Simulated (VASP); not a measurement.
A run of VASP 6.6.1 is set up as follows.

The input INCAR:

```
SYSTEM = AlN
PREC = Accurate ; ENCUT = 520
EDIFF = 1E-6 ; ISMEAR = 0
SIGMA = 0.01 ; LREAL = .FALSE.
LASPH = .TRUE. ; NELM = 80
ALGO = Normal ; ISIF = 2
LWAVE = .FALSE. ; LCHARG = .FALSE.
GGA = PS ; NBANDS = 11
```

The input KPOINTS:

```
Automatic mesh
0
G
  5 5 5
  0 0 0
```

The input POSCAR:

```
AlN
1.0
    0.0214000000      1.9417300000      1.9712700000
    2.0245100000     -0.0136500000      2.0063200000
    2.0138800000      1.9661600000     -0.0030200000
Al N
1 1
Direct
    0.9939900029      0.9996399985      0.0047399997
    0.4985499997      0.4806600011      0.5195599992
```

Potentials or basis: VASP PAW PBE potentials, release 64 (Al, N).

Launch:

```bash
$ cat potpaw_PBE.64/Al/POTCAR potpaw_PBE.64/N/POTCAR > POTCAR
$ mpirun -np 1 vasp_std > vasp.out
```

(1) Estimate the largest force.

(2) Estimate the pressure.

Answers

(1) 0.530 eV/Å.

(2) 16.6 GPa.

Caveat: the k points lie up to 0.56 Å⁻¹ apart; the PAW data sets were made with another functional, which shifts forces and pressure a little.
